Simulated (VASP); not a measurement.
Input of a VASP 6.6.1 run:

INCAR

```
SYSTEM = Na2S
PREC = Accurate
ENCUT = 500
EDIFF = 1E-6
ISMEAR = -1
SIGMA = 0.05
LREAL = .FALSE.
LASPH = .TRUE.
NELM = 120
ALGO = Normal
ISIF = 2
LWAVE = .FALSE.
LCHARG = .FALSE.
GGA = PS
NBANDS = 17
GGA_COMPAT = .FALSE.
```

KPOINTS

```
Automatic mesh
0
G
  7 7 7
  0 0 0
```

File POSCAR:

```
Na2S
1.0
    0.0000000000      3.2735000000      3.2735000000
    3.2735000000      0.0000000000      3.2735000000
    3.2735000000      3.2735000000      0.0000000000
S Na
1 2
Direct
    0.0000000000      0.0000000000      0.0000000000
    0.7500000000      0.7500000000      0.7500000000
    0.2500000000      0.2500000000      0.2500000000
```

Potentials or basis: VASP PAW PBE potentials, release 64 (S, Na_pv).

Run with:

```bash
$ cat potpaw_PBE.64/S/POTCAR potpaw_PBE.64/Na_pv/POTCAR > POTCAR
$ mpirun -np 1 vasp_std > vasp.out
```

Task: Estimate the band gap on the k mesh.

Result: 2.36 eV, direct.

Task: Predict the pressure.

Result: -0.5 GPa.

Caveat: the PAW data sets were made with another functional, which shifts forces and pressure a little. A hybrid or GW would open this gap; PBEsol tends to underestimate it.
